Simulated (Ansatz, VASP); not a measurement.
SiO2 in VASP and in Ansatz

The input INCAR:

```
SYSTEM = SiO2
PREC = Accurate
ENCUT = 600
EDIFF = 1E-7
ISMEAR = 0
SIGMA = 0.01
LREAL = .FALSE.
LASPH = .TRUE.
NELM = 60
ALGO = Normal
ISIF = 3
LWAVE = .FALSE.
LCHARG = .FALSE.
IBRION = 2
NSW = 80
EDIFFG = -0.002
```

KPOINTS

```
Automatic mesh
0
G
  4 4 3
  0 0 0
```

POSCAR

```
SiO2
1.0
    4.9820000000      0.0000000000      0.0000000000
    0.0000000000      4.9820000000      0.0000000000
    0.0000000000      0.0000000000      6.9630000000
Si O
4 8
Direct
    0.2989700000      0.2989700000      0.0000000000
    0.2010300000      0.7989700000      0.2500000000
    0.7010300000      0.7010300000      0.5000000000
    0.7989700000      0.2010300000      0.7500000000
    0.2398900000      0.1034700000      0.1781300000
    0.3965300000      0.7398900000      0.4281300000
    0.7601100000      0.8965300000      0.6781300000
    0.6034700000      0.2601100000      0.9281300000
    0.7398900000      0.3965300000      0.5718700000
    0.8965300000      0.7601100000      0.3218700000
    0.2601100000      0.6034700000      0.0718700000
    0.1034700000      0.2398900000      0.8218700000
```

Input for Ansatz:

```yaml
crystal:
  lattice:
    - [4.982, 0.0, 0.0]
    - [0.0, 4.982, 0.0]
    - [0.0, 0.0, 6.963]
  atoms:
    - { symbol: Si, position: [0.29897, 0.29897, 0.0] }
    - { symbol: Si, position: [0.20103, 0.79897, 0.25] }
    - { symbol: Si, position: [0.70103, 0.70103, 0.5] }
    - { symbol: Si, position: [0.79897, 0.20103, 0.75] }
    - { symbol: O, position: [0.23989, 0.10347, 0.17813] }
    - { symbol: O, position: [0.39653, 0.73989, 0.42813] }
    - { symbol: O, position: [0.76011, 0.89653, 0.67813] }
    - { symbol: O, position: [0.60347, 0.26011, 0.92813] }
    - { symbol: O, position: [0.73989, 0.39653, 0.57187] }
    - { symbol: O, position: [0.89653, 0.76011, 0.32187] }
    - { symbol: O, position: [0.26011, 0.60347, 0.07187] }
    - { symbol: O, position: [0.10347, 0.23989, 0.82187] }
scf:
  occupations: { method: fixed }
output:
  forces: true
  stress: true
hamiltonian:
  xc: lda
kpoints:
  mp_grid: { grid: [4, 4, 3] }
relax:
  f_tol: 0.002
  cell: { stress_tol: 0.02 }
```

Alike in both runs: task relaxation of cell and atoms; functional LDA; k mesh 4 × 4 × 3; no spin polarisation.

|  | VASP | Ansatz |
| --- | --- | --- |
| version | VASP 6.6.1 | Ansatz 0.2.0 |
| potentials or method | VASP PAW LDA potentials, release 64 (Si, O) | scalar-relativistic, plane waves, PAW |
| plane-wave cutoff (eV) | 600 | 420 |
| occupations | gaussian, width 0.01 eV | fixed |
| valence electrons in the cell | 64 | 64 |

VASP gave:

* relaxed volume (Å³/atom): 13.83
* relaxed cell length with the largest relative difference (Å): 6.832

Which values does Ansatz return?

Relaxed volume (Å³/atom): 14.01; relaxed cell length with the largest relative difference (Å): 6.874.

LDA's correlation is that of Perdew and Zunger in VASP and of Perdew and Wang (1992) in Ansatz.
